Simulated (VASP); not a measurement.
# BaTiO3 (Pm-3m) in VASP: notebook, part 3 of 3

VASP 6.6.1. Earlier steps stand in the parts before.

### 4 Relaxation of cell and atoms, PBE

This run uses another cell than the first one, of 12.86 Å³/atom.

Contents of INCAR:

```
SYSTEM = BaTiO3
PREC     = Accurate       ! precision mode
ENCUT    = 600            ! plane-wave cutoff, eV
EDIFF    = 1E-7           ! SCF threshold, eV
ISMEAR   = 0              ! smearing method
SIGMA    = 0.02           ! smearing width, eV
LREAL    = .False.        ! projectors in reciprocal space
LASPH    = .True.         ! aspherical terms in the spheres
NELM     = 120            ! most SCF steps
ALGO     = Normal         ! electronic algorithm
ISIF     = 3              ! what is computed and relaxed
LWAVE    = .False.        ! write WAVECAR
LCHARG   = .False.        ! write CHGCAR
GGA      = PE             ! functional
IBRION   = 2              ! ionic algorithm
NSW      = 100            ! ionic steps
EDIFFG   = -0.002         ! ionic threshold
GGA_COMPAT= .False.      
NELMIN   = 4
```

Contents of KPOINTS:

```
regular mesh
0
Gamma
  6 6 6
  0 0 0
```

Contents of POSCAR:

```
BaTiO3
1.0
    0.0000000000      4.0060000000      4.0060000000
    4.0060000000      0.0000000000      4.0060000000
    4.0060000000      4.0060000000      0.0000000000
Ba Ti O
2 2 6
Direct
    0.2500000000      0.2500000000      0.2500000000
    0.7500000000      0.7500000000      0.7500000000
    0.0000000000      0.0000000000      0.0000000000
    0.5000000000      0.5000000000      0.5000000000
   -0.2500000000      0.2500000000      0.2500000000
    0.2500000000     -0.2500000000      0.2500000000
    0.2500000000      0.2500000000     -0.2500000000
    0.2500000000      0.7500000000      0.7500000000
    0.7500000000      0.2500000000      0.7500000000
    0.7500000000      0.7500000000      0.2500000000
```

Potentials or basis: VASP PAW PBE potentials, release 64 (Ba_sv, Ti_sv, O).

The run is started by

```
$ cat potpaw_PBE.64/Ba_sv/POTCAR potpaw_PBE.64/Ti_sv/POTCAR potpaw_PBE.64/O/POTCAR > POTCAR
$ mpirun -np 1 vasp_std > vasp.out
```

OUTCAR:

```text
SYSTEM = BaTiO3
   PREC = Accurate
   ENCUT = 600
   EDIFF = 1E-7
   ISMEAR = 0
   LREAL = .False.
   LASPH = .True.
   NELM = 120
   ISIF = 3
   GGA = PE
   IBRION = 2
   NSW = 100
   EDIFFG = -0.002
   NELMIN = 4

 ion  position               nearest neighbor table
   1  0.250  0.250  0.250-   5 2.83   6 2.83   7 2.83   7 2.83   8 2.83   9 2.83   6 2.83   8 2.83
                            10 2.83   5 2.83   9 2.83  10 2.83   4 3.47   3 3.47   3 3.47   4 3.47
   2  0.750  0.750  0.750-   8 2.83   9 2.83  10 2.83   5 2.83   6 2.83  10 2.83   5 2.83   7 2.83
                             9 2.83   6 2.83   7 2.83   8 2.83   3 3.47   4 3.47   4 3.47   3 3.47
   3  0.000  0.000  0.000-   5 2.00   6 2.00   7 2.00   8 2.00   9 2.00  10 2.00   2 3.47   2 3.47
                             1 3.47   2 3.47   2 3.47   1 3.47   1 3.47   1 3.47
   4  0.500  0.500  0.500-   5 2.00   6 2.00   7 2.00   8 2.00   9 2.00  10 2.00   1 3.47   1 3.47
                             1 3.47   2 3.47   1 3.47   2 3.47   2 3.47   2 3.47
   5  0.750  0.250  0.250-   3 2.00   4 2.00   1 2.83   2 2.83   2 2.83   1 2.83
   6  0.250  0.750  0.250-   3 2.00   4 2.00   1 2.83   2 2.83   1 2.83   2 2.83
   7  0.250  0.250  0.750-   3 2.00   4 2.00   1 2.83   1 2.83   2 2.83   2 2.83
   8  0.250  0.750  0.750-   3 2.00   4 2.00   2 2.83   1 2.83   1 2.83   2 2.83
   9  0.750  0.250  0.750-   3 2.00   4 2.00   2 2.83   1 2.83   2 2.83   1 2.83
  10  0.750  0.750  0.250-   3 2.00   4 2.00   2 2.83   2 2.83   1 2.83   1 2.83

  LATTYP: Found a face centered cubic cell.
 ALAT       =     8.0120000000

  Lattice vectors:

 A1 = (   0.0000000000,   4.0060000000,   4.0060000000)
 A2 = (   4.0060000000,   0.0000000000,   4.0060000000)
 A3 = (   4.0060000000,   4.0060000000,   0.0000000000)

Analysis of symmetry for initial positions (statically):
=====================================================================
 Subroutine PRICEL returns following result:

  LATTYP: Found a simple cubic cell.
 ALAT       =     4.0060000000

  Lattice vectors:

 A1 = (  -4.0060000000,   0.0000000000,   0.0000000000)
 A2 = (   0.0000000000,   0.0000000000,   4.0060000000)
 A3 = (   0.0000000000,   4.0060000000,   0.0000000000)

[... 142 lines left out ...]
   NUPDOWN=      -1.0000    fix difference up-down
   EMIN   =  10.00;   EMAX   =-10.00  energy-range for DOS
   EFERMI =   0.00;   METHOD = LEGACY
   ISMEAR =     0;   SIGMA  =   0.02  broadening in eV -4-tet -1-fermi 0-gaus
   EFERMI_NEDOS =   21; number of points for ismear=-14 and -15
   IALGO  =     38    algorithm
   IMIX   =      4    mixing-type and parameters
     AMIX     =   0.40;   BMIX     =  1.00
     AMIX_MAG =   1.60;   BMIX_MAG =  1.00
  volume/ion in A,a.u.               =      12.86        86.77
  Fermi-wavevector in a.u.,A,eV,Ry     =   1.397603  2.641087 26.576187  1.953295
  Thomas-Fermi vector in A             =   2.520843
   LORBIT       =      0    0 simple, 1 ext, 2 COOP (PROOUT), +10 PAW based schemes
   GGA     = PE    functional components
   LHFCALC =     F    Hartree Fock is set to
   AEXX    =    0.0000 exact exchange contribution
   IVDW    =     0    specifies the selected vdW correction
   LEPSILON=     F    determine dielectric tensor
   LRPA    =     F    only Hartree local field effects (RPA)
 conjugate gradient relaxation of ions
 non-spin polarized calculation
 Gauss-broadening in eV      SIGMA  =   0.02
  energy-cutoff  :      600.00
  volume of cell :      128.58
 maximum number of plane-waves:      4314
 NGX is ok and might be reduce to    48
   NGX = 23   NGY = 23   NGZ = 23

--------------------------------------- Ionic step        1  -------------------------------------------

 number of electron      79.9999998 magnetization

 Free energy of the ion-electron system (eV)
  ---------------------------------------------------
  ext. energy  EPLUGINS =         0.00000000
  ---------------------------------------------------
  free energy    TOTEN  =       -79.95492055 eV

  energy without entropy =      -79.95492055  energy(sigma->0) =      -79.95492055

------------------------ aborting loop because EDIFF is reached ----------------------------------------

  FORCE on cell =-STRESS in cart. coord.  units (eV):
  Direction    XX          YY          ZZ          XY          YZ          ZX
  --------------------------------------------------------------------------------------
  -------------------------------------------------------------------------------------
  Total        2.6170808      2.6170808      2.6170808     -0.0000000     -0.0000000      0.0000000
  in kB       32.6110582     32.6110582     32.6110582     -0.0000000     -0.0000000      0.0000000
  external PRESSURE =      32.6110582 kB  Pullay stress =       0.0000000 kB
[... 75 lines left out ...]
--------------------------------------- Ionic step        3  -------------------------------------------

 number of electron      79.9999995 magnetization

 Free energy of the ion-electron system (eV)
  ---------------------------------------------------
  ext. energy  EPLUGINS =         0.00000000
  ---------------------------------------------------
  free energy    TOTEN  =       -79.97991705 eV

  energy without entropy =      -79.97991705  energy(sigma->0) =      -79.97991705

 E-fermi :   3.8377     XC(G=0): -11.1443

 val. band max:        3.6643380532   @ k =   0.0000   0.0000   0.0000
 cond. band min:       5.3663167190   @ k =   0.0000   0.0000   0.0000
 fundamental gap:      1.7019786658
 Fermi energy:         3.8376923901

 k-point     1 :       0.0000    0.0000    0.0000
  band No.  band energies     occupation
      1     -53.0643      2.00000
      2     -53.0617      2.00000
      3     -29.3056      2.00000
      4     -29.3056      2.00000
      5     -29.3056      2.00000
      6     -29.2640      2.00000
[... 842 lines left out ...]
  FREE ENERGIE OF THE ION-ELECTRON SYSTEM (eV)
  ---------------------------------------------------
  free  energy   TOTEN  =       -79.9799170501 eV

  energy  without entropy=      -79.9799170501  energy(sigma->0) =      -79.97991705

 reached required accuracy - stopping structural energy minimisation
```

CONTCAR:

```text
BaTiO3
   1.00000000000000
    -0.0000000000000000    4.0319399444053223    4.0319399444053223
     4.0319399444053223   -0.0000000000000000    4.0319399444053223
     4.0319399444053223    4.0319399444053223    0.0000000000000000
  Ba              Ti              O
     2     2     6
Direct
     0.2500000000000000    0.2500000000000000    0.2500000000000000
     0.7500000000000000    0.7500000000000000    0.7500000000000000
     0.0000000000000000    0.0000000000000000    0.0000000000000000
     0.5000000000000000    0.5000000000000000    0.5000000000000000
     0.7500000000000000    0.2500000000000000    0.2500000000000000
     0.2500000000000000    0.7500000000000000    0.2500000000000000
     0.2500000000000000    0.2500000000000000    0.7500000000000000
     0.2500000000000000    0.7500000000000000    0.7500000000000000
     0.7500000000000000    0.2500000000000000    0.7500000000000000
     0.7500000000000000    0.7500000000000000    0.2500000000000000

  0.00000000E+00  0.00000000E+00  0.00000000E+00
  0.00000000E+00  0.00000000E+00  0.00000000E+00
  0.00000000E+00  0.00000000E+00  0.00000000E+00
  0.00000000E+00  0.00000000E+00  0.00000000E+00
  0.00000000E+00  0.00000000E+00  0.00000000E+00
  0.00000000E+00  0.00000000E+00  0.00000000E+00
  0.00000000E+00  0.00000000E+00  0.00000000E+00
  0.00000000E+00  0.00000000E+00  0.00000000E+00
  0.00000000E+00  0.00000000E+00  0.00000000E+00
  0.00000000E+00  0.00000000E+00  0.00000000E+00
```

Wall time 14 min (1 thread of Oxide Virtual Turin-like, shared host); peak memory 0.37 GiB.

What came out:

```
Free energy                           : -79.9799 eV
Relaxed volume                        : 13.11 Å³/atom
Relaxed cell                          : a = 5.702 Å, b = 5.702 Å, c = 5.702 Å, α = 60.00°, β = 60.00°, γ = 60.00°
Space group after relaxing (to 0.1 Å) : Pm-3m (No. 221)
Energy gained by relaxing             : 2.5 meV/atom
Ionic steps                           : 3
Pressure after relaxing               : 0.0 GPa
Band gap on the k mesh                : 1.70 eV
```

The path:
```
step  energy change (eV)  largest force (eV/Å)  pressure (GPa)  volume (Å³)
   1              0.0000                0.0000            3.26       128.58
   2             -0.0033                0.0000           -2.83       133.51
   3             -0.0250                0.0000           -0.01       131.09
```

Final structure:
```
Ba Ti O
1.0
     0.00000    4.03194    4.03194
     4.03194    0.00000    4.03194
     4.03194    4.03194    0.00000
Ba Ti O
2 2 6
Direct
  0.25000 0.25000 0.25000
  0.75000 0.75000 0.75000
  0.00000 0.00000 0.00000
  0.50000 0.50000 0.50000
  0.75000 0.25000 0.25000
  0.25000 0.75000 0.25000
  0.25000 0.25000 0.75000
  0.25000 0.75000 0.75000
  0.75000 0.25000 0.75000
  0.75000 0.75000 0.25000
```

Levels at points of the mesh, in eV from the valence-band top:
```
           k point  band 36  band 37  band 38  band 39  band 40  band 41  band 42  band 43  band 44  band 45
(0.00, 0.00, 0.00)    -0.17    -0.17     0.00     0.00     0.00     1.70     1.70     1.70     3.75     3.75
(0.50, 0.00, 0.00)    -0.72    -0.72    -0.72    -0.56    -0.56     3.06     3.06     3.07     3.07     3.07
(0.50, 0.50, 0.00)    -0.88    -0.88    -0.71    -0.71    -0.09     1.85     3.38     3.38     3.38     3.38
```

Caveat: spin-orbit coupling is left out, which moves the levels of the heavy elements.

### 5 The runs side by side

```csv
task,spin,cell,k mesh,smearing,gap on the mesh (eV),pressure (GPa)
single point,off,"a = 5.684 Å, angles 60.0°, 10 atoms",6 × 6 × 6,gaussian 0.02 eV,1.72,1.5
single point,collinear,"a = 5.665 Å, angles 60.0°, 10 atoms",4 × 4 × 4,gaussian 0.1 eV,1.74,3.3
relaxation of cell and atoms,off,"relaxed from a = 5.665 Å, angles 60.0°, 10 atoms",6 × 6 × 6,gaussian 0.02 eV,1.70,0.0
```

Alike in all rows: level PBE; potentials or basis VASP PAW PBE potentials, release 64 (Ba_sv, Ti_sv, O); cutoff (eV) 600.

Caveats: spin-orbit coupling is left out, which moves the levels of the heavy elements; the cell stands under pressure (at least some runs).

Total energies depend on the potentials used, so only differences within one code and one set of settings carry meaning.
